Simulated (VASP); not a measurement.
A run of VASP 6.6.1 is set up as follows.

The input INCAR:

```
SYSTEM = Mg3ZnC
  PREC = Accurate
  ENCUT = 520
  EDIFF = 1E-7
  ISMEAR = 0
  SIGMA = 0.05
  LREAL = .False.
  LASPH = .True.
  NELM = 80
  ALGO = Normal
  ISIF = 2
  LWAVE = .False.
  LCHARG = .False.
  GGA = PE
  NBANDS = 19
```

KPOINTS

```
regular mesh
0
Gamma
  5 5 5
  0 0 0
```

Contents of POSCAR:

```
Mg3ZnC
1.0
    4.4069310000      0.0000000000      0.0000000000
    0.0000000000      4.4069310000      0.0000000000
    0.0000000000      0.0000000000      4.4069310000
Zn Mg C
1 3 1
Direct
    0.0143980000      0.0003270000      0.0042490000
    0.5044320000      0.0053770000      0.4959030000
    0.5098650000      0.5011960000      0.0016910000
   -0.0013060000      0.4967100000      0.5005010000
    0.5104210000      0.5038410000      0.5064390000
```

Potentials or basis: VASP PAW PBE potentials, release 64 (Zn, Mg, C).

Command:

```console
$ cat potpaw_PBE.64/Zn/POTCAR potpaw_PBE.64/Mg/POTCAR potpaw_PBE.64/C/POTCAR > POTCAR
$ mpirun -np 1 vasp_std > vasp.out
```

(1) What does it give for the pressure?

(2) Predict the band gap on the k mesh.

(3) Predict the largest force.

Answers

(1) -0.5 GPa.

(2) zero (band 11 reaches 4.66 eV, above the bottom of band 12 at 1.71 eV).

(3) 0.551 eV/Å.
